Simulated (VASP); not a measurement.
# AlN (Imm2) in VASP: notebook

Runs on AlN. Level: LDA. Tasks: single point.

All numbers are computed with VASP 6.6.1; they aren't measurements. Logs are shortened: lines on timing, memory, paths and dates and some standing lists are left out, and cuts for length are marked.

### Step 1. The cell of the first run

Symmetry: Imm2, No. 44, orthorhombic system. The conventional cell has a = 3.089 Å, b = 3.089 Å, c = 4.368 Å, α = 90.00°, β = 90.00°, γ = 90.00°. Al (site symmetry mm2) has 4 N at 1.77 to 2.03 Å within 2.4 Å. N (site symmetry mm2) has 4 Al at 1.77 to 2.03 Å within 2.4 Å.

### Step 2. Single point, LDA (mode 4 (647.2 1/cm) frozen in, largest displacement -0.150 Å)

Input file INCAR:

```
PREC = Accurate
ENCUT = 520
EDIFF = 1E-6
ISMEAR = 0
SIGMA = 0.05
LREAL = False
LASPH = True
NELM = 80
ALGO = Normal
ISIF = 2
LWAVE = False
LCHARG = False
GGA = CA
NBANDS = 11
```

Input file KPOINTS:

```
regular mesh
0
Gamma
  10 10 10
```

Input file POSCAR:

```
AlN
1.0
    0.0000000000      2.1839935596      2.1839935596
    2.1839935596      0.0000000000      2.1839935596
    2.1839935596      2.1839935596      0.0000000000
Al N
1 1
Direct
    0.0178274132      0.0178274132     -0.0178274132
    0.7156592394      0.7156592394      0.7843407606
```

Potentials or basis: VASP PAW LDA potentials, release 64 (Al, N).

Started as:

```console
> cat potpaw_LDA.64/Al/POTCAR potpaw_LDA.64/N/POTCAR > POTCAR
> mpirun -np 1 vasp_std > vasp.out
```

OUTCAR:

```text
PREC = Accurate
   ENCUT = 520
   EDIFF = 1E-6
   ISMEAR = 0
   LREAL = False
   LASPH = True
   NELM = 80
   ISIF = 2
   GGA = CA

 ion  position               nearest neighbor table
   1  0.018  0.018  0.982-   2 1.77   2 1.77   2 2.03   2 2.03
   2  0.716  0.716  0.784-   1 1.77   1 1.77   1 2.03   1 2.03

  LATTYP: Found a face centered cubic cell.
 ALAT       =     4.3679871192

  Lattice vectors:

 A1 = (   0.0000000000,   2.1839935596,   2.1839935596)
 A2 = (   2.1839935596,   0.0000000000,   2.1839935596)
 A3 = (   2.1839935596,   2.1839935596,   0.0000000000)

Analysis of symmetry for initial positions (statically):
=====================================================================
 Subroutine PRICEL returns:
 Original cell was already a primitive cell.

 Routine SETGRP: Setting up the symmetry group for a
 face centered cubic supercell.

 Subroutine GETGRP returns: Found  4 space group operations
 (whereof  4 operations were pure point group operations)
 out of a pool of 48 trial point group operations.

The static configuration has the point symmetry C_2v.

Analysis of symmetry for dynamics (positions and initial velocities):
=====================================================================
 Subroutine PRICEL returns:
 Original cell was already a primitive cell.

 Routine SETGRP: Setting up the symmetry group for a
 face centered cubic supercell.

 Subroutine GETGRP returns: Found  4 space group operations
 (whereof  4 operations were pure point group operations)
 out of a pool of 48 trial point group operations.

The dynamic configuration has the point symmetry C_2v.

 Subroutine INISYM returns: Found  4 space group operations
 (whereof  4 operations are pure point group operations),
 and found     1 'primitive' translations

----------------------------------------------------------------------------------------

                                     Primitive cell

  volume of cell :      20.8345

  direct lattice vectors                    reciprocal lattice vectors
     0.000000000  2.183993560  2.183993560    -0.228938404  0.228938404  0.228938404
     2.183993560  0.000000000  2.183993560     0.228938404 -0.228938404  0.228938404
     2.183993560  2.183993560  0.000000000     0.228938404  0.228938404 -0.228938404

  length of vectors
     3.088633312  3.088633312  3.088633312     0.396532948  0.396532948  0.396532948

  position of ions in fractional coordinates (direct lattice)
     0.017827413  0.017827413  0.982172587
     0.715659239  0.715659239  0.784340761

  ion indices of the primitive-cell ions
   primitive index   ion index
                 1           1
                 2           2

----------------------------------------------------------------------------------------

 KPOINTS: regular mesh

Automatic generation of k-mesh.
 Grid dimensions read from file:
 generate k-points for:   10   10   10

 Generating k-lattice:

  Cartesian coordinates                     Fractional coordinates (reciprocal lattice)
    -0.022893840  0.022893840  0.022893840     0.100000000  0.000000000  0.000000000
     0.022893840 -0.022893840  0.022893840     0.000000000  0.100000000  0.000000000
     0.022893840  0.022893840 -0.022893840     0.000000000  0.000000000  0.100000000

  Length of vectors
     0.039653295  0.039653295  0.039653295

  Shift w.r.t. Gamma in fractional coordinates (k-lattice)
     0.000000000  0.000000000  0.000000000

 Subroutine IBZKPT returns following result:
 ===========================================

 Found    171 irreducible k-points:

 Following reciprocal coordinates:
            Coordinates               Weight
  0.000000  0.000000  0.000000      1.000000
  0.100000  0.000000  0.000000      4.000000
  0.000000  0.000000  0.100000      4.000000
  0.200000  0.000000  0.000000      4.000000
  0.000000  0.000000  0.200000      4.000000
  0.300000  0.000000  0.000000      4.000000
[... 16 lines left out ...]
  0.000000  0.400000  0.100000      8.000000
  0.100000  0.000000  0.400000      8.000000
 [... further k-points ...]
   k-points           NKPTS =    171   k-points in BZ     NKDIM =    171   number of bands    NBANDS=     11
   number of dos      NEDOS =    301   number of ions     NIONS =      2
   total plane-waves  NPLWV =  13824
   dimension x,y,z NGX =    24 NGY =   24 NGZ =   24
   dimension x,y,z NGXF=    48 NGYF=   48 NGZF=   48
   ions per type =               1   1
   NGX,Y,Z   is equivalent  to a cutoff of  12.92, 12.92, 12.92 a.u.
   NGXF,Y,Z  is equivalent  to a cutoff of  25.84, 25.84, 25.84 a.u.
 SYSTEM =  unknown system
   PREC   = accura    normal or accurate (medium, high low for compatibility)
   ISTART =      0    job   : 0-new  1-cont  2-samecut
   ICHARG =      2    charge: 1-file 2-atom 10-const
   ISPIN  =      1    spin polarized calculation?
   LNONCOLLINEAR =      F non collinear calculations
   LSORBIT =      F    spin-orbit coupling
   LASPH  =      T    aspherical Exc in radial PAW
   ENCUT  =  520.0 eV  38.22 Ry    6.18 a.u.   5.74  5.74  5.74*2*pi/ulx,y,z
   NELM   =     80;   NELMIN=  2; NELMDL= -5     # of ELM steps
   EDIFF  = 0.1E-05   stopping-criterion for ELM
   LREAL  =      F    real-space projection
   EDIFFG = 0.1E-04   stopping-criterion for IOM
   NSW    =      0    number of steps for IOM
   IBRION =     -1    ionic relax: 0-MD 1-quasi-New 2-CG
   NFREE  =      0    steps in history (QN), initial steepest desc. (CG)
   ISIF   =      2    stress and relaxation
   ISYM   =      2    0-nonsym 1-usesym 2-fastsym
   POTIM  = 0.5000    time-step for ionic-motion
   TEBEG  =    0.0;   TEEND  =   0.0 temperature during run
   PSTRESS=    0.0 pullay stress
   NELECT =       8.0000    total number of electrons
   NUPDOWN=      -1.0000    fix difference up-down
   EMIN   =  10.00;   EMAX   =-10.00  energy-range for DOS
   EFERMI =   0.00;   METHOD = LEGACY
   ISMEAR =     0;   SIGMA  =   0.05  broadening in eV -4-tet -1-fermi 0-gaus
   EFERMI_NEDOS =   21; number of points for ismear=-14 and -15
   IALGO  =     38    algorithm
   IMIX   =      4    mixing-type and parameters
     AMIX     =   0.40;   BMIX     =  1.00
     AMIX_MAG =   1.60;   BMIX_MAG =  1.00
  volume/ion in A,a.u.               =      10.42        70.30
  Fermi-wavevector in a.u.,A,eV,Ry     =   1.189899  2.248583 19.263943  1.415860
  Thomas-Fermi vector in A             =   2.325996
   LORBIT       =      0    0 simple, 1 ext, 2 COOP (PROOUT), +10 PAW based schemes
   GGA     = CA    functional components
   LHFCALC =     F    Hartree Fock is set to
   AEXX    =    0.0000 exact exchange contribution
   IVDW    =     0    specifies the selected vdW correction
   LEPSILON=     F    determine dielectric tensor
   LRPA    =     F    only Hartree local field effects (RPA)
 non-spin polarized calculation
 Gauss-broadening in eV      SIGMA  =   0.05
  energy-cutoff  :      520.00
  volume of cell :       20.83
 maximum number of plane-waves:       571
   NGX = 11   NGY = 11   NGZ = 11

 number of electron       7.9999999 magnetization

 Free energy of the ion-electron system (eV)
  ---------------------------------------------------
  ext. energy  EPLUGINS =         0.00000000
  ---------------------------------------------------
  free energy    TOTEN  =       -16.00662198 eV

  energy without entropy =      -16.00662198  energy(sigma->0) =      -16.00662198

 E-fermi :   6.4648     XC(G=0): -11.2594

 val. band max:        6.2252252893   @ k =   0.0000   0.0000   0.0000
 cond. band min:       8.8811430590   @ k =   0.0000   0.5000   0.5000
 fundamental gap:      2.6559177697
 Fermi energy:         6.4648360376

 k-point     1 :       0.0000    0.0000    0.0000
  band No.  band energies     occupation
      1      -9.1322      2.00000
      2       5.0700      2.00000
      3       5.7401      2.00000
      4       6.2252      2.00000
      5       9.8167      0.00000
      6      17.9791      0.00000
      7      18.1039      0.00000
      8      18.1146      0.00000
      9      22.9720      0.00000
     10      23.1670      0.00000
     11      23.7210      0.00000

 k-point     2 :       0.1000    0.0000    0.0000
  band No.  band energies     occupation
      1      -8.9817      2.00000
      2       4.4660      2.00000
      3       5.5700      2.00000
      4       6.1650      2.00000
      5      10.3905      0.00000
      6      17.4406      0.00000
      7      18.1119      0.00000
      8      18.5876      0.00000
      9      21.6401      0.00000
     10      21.9136      0.00000
     11      24.1925      0.00000

 k-point     3 :       0.0000    0.0000    0.1000
  band No.  band energies     occupation
      1      -8.9848      2.00000
      2       5.0231      2.00000
      3       5.1021      2.00000
      4       5.9368      2.00000
      5      10.5312      0.00000
      6      17.4004      0.00000
      7      18.2522      0.00000
      8      18.3107      0.00000
      9      22.1213      0.00000
     10      22.1416      0.00000
     11      23.4031      0.00000

 k-point     4 :       0.2000    0.0000    0.0000
  band No.  band energies     occupation
      1      -8.5521      2.00000
      2       3.0089      2.00000
      3       5.4017      2.00000
      4       6.0155      2.00000
      5      11.4158      0.00000
      6      16.5988      0.00000
      7      17.9933      0.00000
      8      18.6601      0.00000
      9      21.1737      0.00000
     10      21.2963      0.00000
     11      23.1195      0.00000

 k-point     5 :       0.0000    0.0000    0.2000
  band No.  band energies     occupation
      1      -8.5648      2.00000
      2       3.4806      2.00000
      3       4.9060      2.00000
      4       5.7586      2.00000
      5      11.6864      0.00000
      6      16.6447      0.00000
      7      17.9414      0.00000
      8      18.2367      0.00000
      9      21.5726      0.00000
     10      22.0893      0.00000
     11      22.5986      0.00000
[... 211 lines left out ...]
 k-point    21 :       0.1000    0.1000   -0.2000
  band No.  band energies     occupation
      1      -8.0516      2.00000
      2       2.3068      2.00000
      3       4.5436      2.00000
      4       5.4982      2.00000
      5      12.4363      0.00000
      6      15.9941      0.00000
      7      16.9876      0.00000
      8      18.2502      0.00000
      9      20.9340      0.00000
     10      23.6124      0.00000
     11      23.7976      0.00000

 k-point    22 :       0.4000    0.1000    0.0000
  band No.  band energies     occupation
      1      -7.3882      2.00000
      2       0.6356      2.00000
      3       4.8001      2.00000
      4       5.4693      2.00000
      5      12.8283      0.00000
      6      14.8033      0.00000
      7      17.3843      0.00000
      8      17.4835      0.00000
      9      22.0688      0.00000
     10      24.1183      0.00000
     11      25.0489      0.00000

 k-point    23 :       0.0000    0.4000    0.1000
  band No.  band energies     occupation
      1      -7.3833      2.00000
      2       0.6036      2.00000
      3       4.9349      2.00000
      4       5.4290      2.00000
      5      12.6613      0.00000
      6      14.9971      0.00000
      7      16.9004      0.00000
      8      18.0155      0.00000
      9      21.6142      0.00000
     10      24.5014      0.00000
     11      24.8349      0.00000

 k-point    24 :       0.1000    0.0000    0.4000
  band No.  band energies     occupation
      1      -7.4282      2.00000
      2       0.9815      2.00000
      3       4.4289      2.00000
      4       5.2185      2.00000
      5      12.9562      0.00000
      6      15.0061      0.00000
      7      16.9717      0.00000
      8      17.6675      0.00000
      9      22.2763      0.00000
     10      23.7687      0.00000
     11      25.6346      0.00000

 [... further k-points ...]
[... 5 lines left out ...]
  --------------------------------------------------------------------------------------
  -------------------------------------------------------------------------------------
  Total        0.8619020      0.8619020     -0.4288346     -2.1424543      0.0000000      0.0000000
  in kB       66.2802937     66.2802937    -32.9773925   -164.7548094      0.0000000      0.0000000
  external PRESSURE =      33.1943983 kB  Pullay stress =       0.0000000 kB

 VOLUME and BASIS-vectors are now :
 -----------------------------------------------------------------------------
  energy-cutoff  :      520.00
  volume of cell :       20.83
      direct lattice vectors                 reciprocal lattice vectors
     0.000000000  2.183993560  2.183993560    -0.228938404  0.228938404  0.228938404
     2.183993560  0.000000000  2.183993560     0.228938404 -0.228938404  0.228938404
     2.183993560  2.183993560  0.000000000     0.228938404  0.228938404 -0.228938404

 POSITION                                       TOTAL-FORCE (eV/Angst)
 -----------------------------------------------------------------------------------
      2.18399      2.18399      0.07787         0.000000      0.000000     -3.130768
      3.27599      3.27599      3.12599         0.000000      0.000000      3.130768
 -----------------------------------------------------------------------------------
    total drift:                               -0.000000     -0.000000      0.000218

  FREE ENERGIE OF THE ION-ELECTRON SYSTEM (eV)
  ---------------------------------------------------
  free  energy   TOTEN  =       -16.0066219817 eV

  energy  without entropy=      -16.0066219817  energy(sigma->0) =      -16.00662198
```

It took 19 s on 1 thread of Intel Xeon Platinum 8259CL at 2.50GHz (Skylake/Cascade Lake), shared host; peak memory 0.15 GiB.

Results:

```
Free energy            : -16.0066 eV
Pressure               : 3.3 GPa
Largest force          : 3.131 eV/Å
Band gap on the k mesh : 2.66 eV, indirect (least direct gap 3.59 eV)
```

Forces on the atoms (eV/Å):
```
Al   0.000  0.000 -3.131
N    0.000  0.000  3.131
```

Caveat: the cell differs from its parent crystal (mode 4 (647.2 1/cm) frozen in, largest displacement -0.150 Å); forces of over 1 eV/Å act on the atoms, so gaps and moduli don't describe the material at rest.

### Step 3. Single point, LDA (mode 4 (647.2 1/cm) frozen in, largest displacement +0.188 Å)

Input file INCAR:

```
PREC = Accurate ; ENCUT = 520
EDIFF = 1E-7 ; ISMEAR = 0
SIGMA = 0.05 ; LREAL = F
LASPH = T ; NELM = 60
ALGO = Normal ; ISIF = 2
LWAVE = F ; LCHARG = F
GGA = CA ; NBANDS = 11
```

KPOINTS is that of step 2.

Input file POSCAR:

```
AlN
1.0
    0.0000000000      2.1839935596      2.1839935596
    2.1839935596      0.0000000000      2.1839935596
    2.1839935596      2.1839935596      0.0000000000
Al N
1 1
Direct
   -0.0222842665     -0.0222842665      0.0222842665
    0.7929259508      0.7929259508      0.7070740492
```

Potentials or basis: VASP PAW LDA potentials, release 64 (Al, N).

Started as:

```console
> cat potpaw_LDA.64/Al/POTCAR potpaw_LDA.64/N/POTCAR > POTCAR
> mpirun -np 1 vasp_std > vasp.out
```

Wall time 20 s (1 thread of Intel Xeon Platinum 8259CL at 2.50GHz (Skylake/Cascade Lake), shared host); peak memory 0.15 GiB.

It converged, with:

```
Free energy            : -15.8090 eV
Pressure               : 6.8 GPa
Largest force          : 3.795 eV/Å
Band gap on the k mesh : 2.53 eV, indirect (least direct gap 3.42 eV)
```

Forces on the atoms (eV/Å):
```
Al   0.000  0.000  3.795
N    0.000  0.000 -3.795
```

Stress tensor (GPa, compression positive):
```
11.93 21.38  0.00
21.38 11.93  0.00
 0.00  0.00 -3.57
```

Levels at points of the mesh, in eV from the valence-band top:
| k point | band 2 | band 3 | band 4 | band 5 | band 6 | band 7 |
| --- | --- | --- | --- | --- | --- | --- |
| (0.00, 0.00, 0.00) | -1.41 | -0.56 | 0.00 | 3.42 | 11.65 | 11.80 |
| (0.50, 0.00, 0.00) | -6.31 | -1.84 | -0.82 | 6.53 | 9.07 | 10.21 |
| (0.00, 0.00, 0.50) | -6.73 | -1.22 | -0.57 | 6.28 | 8.71 | 10.08 |
| (0.50, 0.50, 0.00) | -5.56 | -3.00 | -2.00 | 2.68 | 7.85 | 12.69 |
| (0.00, 0.50, 0.50) | -5.64 | -2.36 | -2.27 | 2.53 | 7.33 | 12.63 |

Caveat: the cell differs from its parent crystal (mode 4 (647.2 1/cm) frozen in, largest displacement +0.188 Å); forces of over 1 eV/Å act on the atoms, so gaps and moduli don't describe the material at rest.
